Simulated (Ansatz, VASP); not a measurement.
# NaCl in VASP and in Ansatz

Contents of INCAR:

```
SYSTEM = NaCl
ALGO     = Normal         ! electronic algorithm
EDIFF    = 1E-6           ! SCF threshold, eV
ENCUT    = 520            ! plane-wave cutoff, eV
GGA      = PE             ! functional
ISIF     = 2              ! what is computed and relaxed
ISMEAR   = -1             ! smearing method
LASPH    = .TRUE.         ! aspherical terms in the spheres
LCHARG   = .FALSE.        ! write CHGCAR
LREAL    = .FALSE.        ! projectors in reciprocal space
LWAVE    = .FALSE.        ! write WAVECAR
NBANDS   = 14             ! bands
NELM     = 100            ! most SCF steps
PREC     = Accurate       ! precision mode
SIGMA    = 0.02           ! smearing width, eV
```

File KPOINTS:

```
k-points
0
G
  8 8 8
  0 0 0
```

POSCAR

```
NaCl
1.0
    0.0000000000      2.7651426660      2.7651426660
    2.7651426660      0.0000000000      2.7651426660
    2.7651426660      2.7651426660      0.0000000000
Na Cl
1 1
Direct
    0.0000000000      0.0000000000      0.0000000000
    0.5000000000      0.5000000000      0.5000000000
```

Input for Ansatz:

```yaml
crystal:
  lattice:
    - [0.0, 2.765142666, 2.765142666]
    - [2.765142666, 0.0, 2.765142666]
    - [2.765142666, 2.765142666, 0.0]
  atoms:
    - { symbol: Na, position: [0.0, 0.0, 0.0] }
    - { symbol: Cl, position: [0.5, 0.5, 0.5] }
kpoints:
  mp_grid: { grid: [8, 8, 8] }
  band_path:
    path:
      - [0.0, 0.0, 0.0]
      - [0.5, 0.0, 0.5]
      - [0.625, 0.25, 0.625]
      - [0.375, 0.375, 0.75]
      - [0.5, 0.5, 0.5]
      - [0.5, 0.25, 0.75]
    npoints: 1
hamiltonian:
  xc: pbe
scf:
  occupations: { method: fermi_dirac, width: 0.02 }
  n_extra_bands: 4
output:
  forces: true
  stress: true
  eigenvalues: true
```

Change from the starting cell: hydrostatic strain -1.3%.

Alike in both runs: task single point; functional PBE; k mesh 8 × 8 × 8; occupations fermi-dirac, width 0.02 eV; no spin polarisation.

|  | VASP | Ansatz |
| --- | --- | --- |
| version | VASP 6.6.1 | Ansatz 0.2.0 |
| potentials or method | VASP PAW PBE potentials, release 64 (Na_pv, Cl) | plane waves, PAW |
| plane-wave cutoff (eV) | 520 | 420 |
| valence electrons in the cell | 14 | 16 |

Ansatz gave:

```
gap on the k mesh at the Fermi level (eV) : 5.34
pressure (GPa)                            : 2.6
```

Problem. Which values does VASP return?

Solution. gap on the k mesh at the Fermi level (eV): 5.34; pressure (GPa): 2.5.

VASP's potentials hold 14 valence electrons a cell and Ansatz's 16, so a difference there can come from the potentials and not from the codes.
